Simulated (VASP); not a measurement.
C, 2 atoms in the cell. The structure is cubic, space group Fd-3m (No. 227). The conventional cell has a = 3.532 Å, b = 3.532 Å, c = 3.532 Å, α = 90.00°, β = 90.00°, γ = 90.00°. Within 2.0 Å of C (site symmetry -43m) lie 4 C at 1.53 Å. 

```yaml
Program: VASP 6.6.1
Task: single point
Functional: LDA
Potentials_or_basis: VASP PAW LDA potentials, release 64 (C)
Cutoff: 600 eV
k_mesh: 10 × 10 × 10
Occupations: gaussian, width 0.1 eV
Spin: no spin polarisation
Dipole_correction: no
Further_INCAR_settings: ALGO = Normal; EDIFF = 1e-06; NBANDS = 11
```

Potentials or basis: VASP PAW LDA potentials, release 64 (C).

Command:

```sh
$ cat potpaw_LDA.64/C/POTCAR > POTCAR
$ mpirun -np 1 vasp_std > vasp.out
```

Hardware: 1 thread of Intel(R) Xeon(R) Platinum 8375C CPU @ 2.90GHz (Ice Lake), on a shared host.

Q: How long does it take, and how much memory?

A: Wall time 6.8 s on 1 thread of Intel(R) Xeon(R) Platinum 8375C CPU @ 2.90GHz (Ice Lake) (shared host), peak memory 0.11 GiB. Counts: scf iterations 11, k points 47.
